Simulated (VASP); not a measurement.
Crystal: BePt.

```
Be Pt
1.0
     0.00000    2.28249    2.28249
     2.28249    0.00000    2.28249
     2.28249    2.28249    0.00000
Be Pt
1 1
Direct
  0.00000 0.00000 0.00000
  0.50000 0.50000 0.50000
```

The cell was built from a structure type or drawn by symmetry, and may not be a known phase.

* Program: VASP 6.6.1
* Task: relaxation of cell and atoms
* Functional: PBE
* Potentials or basis: VASP PAW PBE potentials, release 64 (Be, Pt)
* Cutoff: 600 eV
* k mesh: 6 × 6 × 6
* Occupations: gaussian, width 0.1 eV
* Spin: no spin polarisation

At the start: pressure 12.8 GPa; volume 11.89 Å³/atom.

Task: Where does the relaxation end?

Result: Over 3 steps the energy falls by 32.1 meV/atom and the volume is 12.76 Å³/atom (+7.3 %); space group Fm-3m (No. 225, to 0.1 Å) before and after.

The path:
```tsv
step	energy change (eV)	largest force (eV/Å)	pressure (GPa)	volume (Å³)
1	0.0000	0.0000	12.78	23.78
2	-0.0146	0.0000	-8.80	27.20
3	-0.0642	0.0000	-0.10	25.51
```

Final structure:
```
Be Pt
1.0
     0.00000    2.33655    2.33655
     2.33655    0.00000    2.33655
     2.33655    2.33655    0.00000
Be Pt
1 1
Direct
  0.00000 0.00000 0.00000
  0.50000 0.50000 0.50000
```

Caveat: the k points lie up to 0.39 Å⁻¹ apart in the final cell.
